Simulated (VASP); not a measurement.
Input of a VASP 6.6.1 run:

The input INCAR:

```
PREC = Accurate
ENCUT = 520
EDIFF = 1E-6
ISMEAR = 0
SIGMA = 0.1
LREAL = F
LASPH = T
NELM = 60
ALGO = Fast
ISIF = 2
LWAVE = F
LCHARG = T
GGA = PE
LELF = T
LVHAR = T
NBANDS = 17
```

KPOINTS

```
regular mesh
0
Gamma
  18 18 6
```

File POSCAR:

```
Li2W
1.0
    2.1825022730     -1.4809401025     -0.0178002499
    2.1825022730      1.4809401025     -0.0178002499
   -2.0635912243      0.0000000000      7.5331933167
Li W
2 1
Direct
    0.8442881364      0.8442881364      0.6791136635
    0.1557118636      0.1557118636      0.3208863365
    0.5000000000      0.5000000000      0.0000000000
```

Potentials or basis: VASP PAW PBE potentials, release 64 (Li_sv, W_sv).

The run is started by

```console
$ cat potpaw_PBE.64/Li_sv/POTCAR potpaw_PBE.64/W_sv/POTCAR > POTCAR
$ mpirun -np 1 vasp_std > vasp.out
```

**Question.** Predict the band gap on the k mesh.

**Answer.** Zero (bands 10 and 11 overlap by 2.64 eV).

Forces in eV/Å, atoms in the order of the input:
```
Li  -0.001  0.000  0.002
Li   0.001  0.000 -0.002
W    0.000  0.000  0.000
```

Caveat: spin-orbit coupling is left out, which moves the levels of the heavy elements.
